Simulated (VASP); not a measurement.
# SnO2 in VASP: single point with r2SCAN+rVV10

Aim: the single point of SnO2 with r2SCAN+rVV10.

Everything below comes from runs of VASP 6.6.1. Logs are shortened: lines on timing, memory, paths and dates and some standing lists are left out, and cuts for length are marked.

### 1 The cell of the first run

The typed cell holds 6 atoms: a = 4.761 Å, b = 4.761 Å, c = 3.200 Å, α = 90.00°, β = 90.00°, γ = 90.00°.

### 2 Single point, r2SCAN+rVV10

The input, POSCAR:

```
SnO2
1.0
    4.7605144913      0.0000000000      0.0000000000
    0.0000000000      4.7606977633      0.0000000000
    0.0000000000      0.0000000000      3.2000515029
Sn O
2 4
Direct
    0.5000000000      0.5000000000      0.5000000000
    0.0000000000      0.0000000000      0.0000000000
    0.3058348108      0.3059224605      0.0000000000
    0.8058348108      0.1940775395      0.5000000000
    0.1941651892      0.8059224605      0.5000000000
    0.6941651892      0.6940775395      0.0000000000
```

The input, INCAR.step1:

```
SYSTEM = SnO2
PREC = Accurate ; ENCUT = 520
ISMEAR = 0 ; SIGMA = 0.01
LREAL = .FALSE. ; LASPH = .TRUE.
NELM = 60 ; NBANDS = 35
GGA = PE ; ALGO = Normal
EDIFF = 1E-4 ; LWAVE = .TRUE.
LCHARG = .FALSE.
```

The input, INCAR.step2:

```
SYSTEM = SnO2
PREC = Accurate ; ENCUT = 520
EDIFF = 1E-6 ; ISMEAR = 0
SIGMA = 0.01 ; LREAL = .FALSE.
LASPH = .TRUE. ; NELM = 60
ALGO = Normal ; ISIF = 2
LWAVE = .FALSE. ; LCHARG = .FALSE.
METAGGA = R2SCAN ; LMIXTAU = .TRUE.
LUSE_VDW = .TRUE. ; IVDW_NL = 2
BPARAM = 11.95 ; CPARAM = 0.0093
NBANDS = 35 ; ISTART = 1
```

The input, KPOINTS:

```
regular mesh
0
G
  4 4 6
  0 0 0
```

Potentials or basis: VASP PAW PBE potentials, release 64 (Sn_d, O).

Launch:

```console
cat potpaw_PBE.64/Sn_d/POTCAR potpaw_PBE.64/O/POTCAR > POTCAR
cp INCAR.step1 INCAR
mpirun -np 1 vasp_std > vasp.out
cp INCAR.step2 INCAR
mpirun -np 1 vasp_std > vasp.out
```

OUTCAR:

```text
SYSTEM = SnO2
   PREC = Accurate
   ENCUT = 520
   EDIFF = 1E-6
   ISMEAR = 0
   LREAL = .FALSE.
   LASPH = .TRUE.
   NELM = 60
   ISIF = 2
   METAGGA = R2SCAN
   IVDW_NL = 2
   BPARAM = 11.95
   ISTART = 1

 ion  position               nearest neighbor table
   1  0.500  0.500  0.500-   4 2.06   5 2.06   3 2.07   6 2.07   3 2.07   6 2.07   2 3.73   2 3.73
                             2 3.73   2 3.73   2 3.73   2 3.73   2 3.73   2 3.73
   2  0.000  0.000  0.000-   3 2.06   6 2.06   5 2.07   4 2.07   4 2.07   5 2.07   1 3.73   1 3.73
                             1 3.73   1 3.73   1 3.73   1 3.73   1 3.73   1 3.73
   3  0.306  0.306  0.000-   2 2.06   1 2.07   1 2.07
   4  0.806  0.194  0.500-   1 2.06   2 2.07   2 2.07
   5  0.194  0.806  0.500-   1 2.06   2 2.07   2 2.07
   6  0.694  0.694  0.000-   2 2.06   1 2.07   1 2.07

  LATTYP: Found a simple orthorhombic cell.
 ALAT       =     3.2000515029
 B/A-ratio  =     1.4876368355
 C/A-ratio  =     1.4876941071

  Lattice vectors:

 A1 = (   0.0000000000,   0.0000000000,   3.2000515029)
 A2 = (   4.7605144913,   0.0000000000,   0.0000000000)
 A3 = (   0.0000000000,   4.7606977633,   0.0000000000)

Analysis of symmetry for initial positions (statically):
=====================================================================
 Subroutine PRICEL returns:
 Original cell was already a primitive cell.

 Routine SETGRP: Setting up the symmetry group for a
 simple orthorhombic supercell.

 Subroutine GETGRP returns: Found  8 space group operations
 (whereof  4 operations were pure point group operations)
 out of a pool of  8 trial point group operations.

The static configuration has the point symmetry C_2h.
 The point group associated with its full space group is D_2h.

Analysis of symmetry for dynamics (positions and initial velocities):
=====================================================================
 Subroutine PRICEL returns:
 Original cell was already a primitive cell.

 Routine SETGRP: Setting up the symmetry group for a
 simple orthorhombic supercell.

 Subroutine GETGRP returns: Found  8 space group operations
 (whereof  4 operations were pure point group operations)
 out of a pool of  8 trial point group operations.

The dynamic configuration has the point symmetry C_2h.
 The point group associated with its full space group is D_2h.

 Subroutine INISYM returns: Found  8 space group operations
 (whereof  4 operations are pure point group operations),
 and found     1 'primitive' translations

[... 102 lines left out ...]
   EDIFF  = 0.1E-05   stopping-criterion for ELM
   LREAL  =      F    real-space projection
   EDIFFG = 0.1E-04   stopping-criterion for IOM
   NSW    =      0    number of steps for IOM
   IBRION =     -1    ionic relax: 0-MD 1-quasi-New 2-CG
   NFREE  =      0    steps in history (QN), initial steepest desc. (CG)
   ISIF   =      2    stress and relaxation
   ISYM   =      2    0-nonsym 1-usesym 2-fastsym
   POTIM  = 0.5000    time-step for ionic-motion
   TEBEG  =    0.0;   TEEND  =   0.0 temperature during run
   PSTRESS=    0.0 pullay stress
   NELECT =      52.0000    total number of electrons
   NUPDOWN=      -1.0000    fix difference up-down
   EMIN   =  10.00;   EMAX   =-10.00  energy-range for DOS
   EFERMI =   0.00;   METHOD = LEGACY
   ISMEAR =     0;   SIGMA  =   0.01  broadening in eV -4-tet -1-fermi 0-gaus
   EFERMI_NEDOS =   21; number of points for ismear=-14 and -15
   IALGO  =     38    algorithm
   IMIX   =      4    mixing-type and parameters
     AMIX     =   0.40;   BMIX     =  1.00
     AMIX_MAG =   1.60;   BMIX_MAG =  1.00
  volume/ion in A,a.u.               =      12.09        81.57
  Fermi-wavevector in a.u.,A,eV,Ry     =   1.465263  2.768945 29.211632  2.146994
  Thomas-Fermi vector in A             =   2.581140
   LORBIT       =      0    0 simple, 1 ext, 2 COOP (PROOUT), +10 PAW based schemes
   METAGGA = R2SCAN    functional components
   LHFCALC =     F    Hartree Fock is set to
   AEXX    =    0.0000 exact exchange contribution
   IVDW_NL    =     2    kernel type
   BPARAM     =11.9500
   IVDW    =     0    specifies the selected vdW correction
   LEPSILON=     F    determine dielectric tensor
   LRPA    =     F    only Hartree local field effects (RPA)
 non-spin polarized calculation
 Gauss-broadening in eV      SIGMA  =   0.01
  energy-cutoff  :      520.00
  volume of cell :       72.52
 maximum number of plane-waves:      1992
 NGX is ok and might be reduce to    36
   NGX = 17   NGY = 17   NGZ = 11

 number of electron      52.0000003 magnetization

 Free energy of the ion-electron system (eV)
  ---------------------------------------------------
  ext. energy  EPLUGINS =         0.00000000
  ---------------------------------------------------
  free energy    TOTEN  =       -83.28031347 eV

  energy without entropy =      -83.28031347  energy(sigma->0) =      -83.28031347

 E-fermi :   5.5886     XC(G=0): -12.0353

 val. band max:        5.5432546647   @ k =   0.0000   0.0000   0.0000
 cond. band min:       7.3124831032   @ k =   0.0000   0.0000   0.0000
 fundamental gap:      1.7692284385
 Fermi energy:         5.5885622984

 k-point     1 :       0.0000    0.0000    0.0000
  band No.  band energies     occupation
      1     -16.1751      2.00000
      2     -15.2609      2.00000
      3     -14.9538      2.00000
      4     -14.9537      2.00000
      5     -14.9314      2.00000
      6     -14.8940      2.00000
[... 901 lines left out ...]
     34      18.0837      0.00000
     35      18.9877      0.00000

 [... further k-points ...]
[... 5 lines left out ...]
  --------------------------------------------------------------------------------------
  -------------------------------------------------------------------------------------
  Total       -0.2131120     -0.2128380      0.1683185      0.0000000      0.0000000      0.0000000
  in kB       -4.7080070     -4.7019535      3.7184415      0.0000000      0.0000000      0.0000000
  external PRESSURE =      -1.8971730 kB  Pullay stress =       0.0000000 kB

 VOLUME and BASIS-vectors are now :
 -----------------------------------------------------------------------------
  energy-cutoff  :      520.00
  volume of cell :       72.52
      direct lattice vectors                 reciprocal lattice vectors
     4.760514491  0.000000000  0.000000000     0.210061329  0.000000000  0.000000000
     0.000000000  4.760697763  0.000000000     0.000000000  0.210053242  0.000000000
     0.000000000  0.000000000  3.200051503     0.000000000  0.000000000  0.312494971

 POSITION                                       TOTAL-FORCE (eV/Angst)
 -----------------------------------------------------------------------------------
      2.38026      2.38035      1.60003         0.000000      0.000000      0.000000
      0.00000      0.00000      0.00000         0.000000      0.000000      0.000000
      1.45593      1.45640      0.00000        -0.022766     -0.023015     -0.000000
      3.83619      0.92394      1.60003        -0.022766      0.023015     -0.000000
      0.92433      3.83675      1.60003         0.022766     -0.023015      0.000000
      3.30458      3.30429      0.00000         0.022766      0.023015      0.000000
 -----------------------------------------------------------------------------------
    total drift:                                0.000000      0.000000      0.000000

  FREE ENERGIE OF THE ION-ELECTRON SYSTEM (eV)
  ---------------------------------------------------
  free  energy   TOTEN  =       -83.2803134728 eV

  energy  without entropy=      -83.2803134728  energy(sigma->0) =      -83.28031347
```

OUTCAR.step1:

```text
SYSTEM = SnO2
   PREC = Accurate
   ENCUT = 520
   ISMEAR = 0
   LREAL = .FALSE.
   LASPH = .TRUE.
   NELM = 60
[... 1154 lines left out ...]
      3.83619      0.92394      1.60003        -0.032667      0.032760      0.000000
      0.92433      3.83675      1.60003         0.032667     -0.032760     -0.000000
      3.30458      3.30429      0.00000         0.032667      0.032760     -0.000000
 -----------------------------------------------------------------------------------
    total drift:                                0.000000      0.000000      0.000000

  FREE ENERGIE OF THE ION-ELECTRON SYSTEM (eV)
  ---------------------------------------------------
  free  energy   TOTEN  =       -37.2271941824 eV

  energy  without entropy=      -37.2271941824  energy(sigma->0) =      -37.22719418
```

OSZICAR.step1:

```text
N       E                     dE             d eps       ncg     rms          rms(c)
DAV:   1     0.636856177011E+03    0.63686E+03   -0.25668E+04  2831   0.233E+03
DAV:   2     0.576930157488E+02   -0.57916E+03   -0.54667E+03  2712   0.614E+02
DAV:   3    -0.383214378143E+02   -0.96014E+02   -0.93798E+02  2715   0.208E+02
DAV:   4    -0.433159401737E+02   -0.49945E+01   -0.49567E+01  3201   0.509E+01
DAV:   5    -0.434447790957E+02   -0.12884E+00   -0.12867E+00  3196   0.866E+00    0.160E+01
DAV:   6    -0.371424963859E+02    0.63023E+01   -0.17634E+01  3963   0.636E+01    0.621E+00
DAV:   7    -0.372556214575E+02   -0.11313E+00   -0.20168E+00  2882   0.786E+00    0.321E+00
DAV:   8    -0.372333439736E+02    0.22277E-01   -0.16638E-01  3756   0.409E+00    0.749E-01
DAV:   9    -0.372263977207E+02    0.69463E-02   -0.34257E-02  4121   0.294E+00    0.130E-01
DAV:  10    -0.372270827648E+02   -0.68504E-03   -0.38399E-03  3148   0.475E-01    0.542E-02
DAV:  11    -0.372271935088E+02   -0.11074E-03   -0.16417E-04  2460   0.993E-02    0.132E-02
DAV:  12    -0.372271941824E+02   -0.67357E-06   -0.22591E-05  1575   0.431E-02
   1 F= -.37227194E+02 E0= -.37227194E+02  d E =-.284966E-18
```

It took 4.8 min on 1 thread of Intel Xeon Platinum 8259CL at 2.50GHz (Skylake/Cascade Lake), shared host; peak memory 0.34 GiB.

Results:

```yaml
Free_energy: -83.2803 eV
Pressure: -0.2 GPa
Largest_force: 0.032 eV/Å
Band_gap_on_the_k_mesh: 1.77 eV, direct
```

Forces in eV/Å, atoms in the order of the input:
```
Sn   0.000  0.000  0.000
Sn   0.000  0.000  0.000
O   -0.023 -0.023  0.000
O   -0.023  0.023  0.000
O    0.023 -0.023  0.000
O    0.023  0.023  0.000
```

Stress tensor (GPa, compression positive):
```
-0.47  0.00  0.00
 0.00 -0.47  0.00
 0.00  0.00  0.37
```

Caveat: the PAW data sets were made with another functional, which shifts forces and pressure a little; spin-orbit coupling is left out, which moves the levels of the heavy elements. r2SCAN opens gaps a little over a GGA but as a rule still falls short of measured ones.
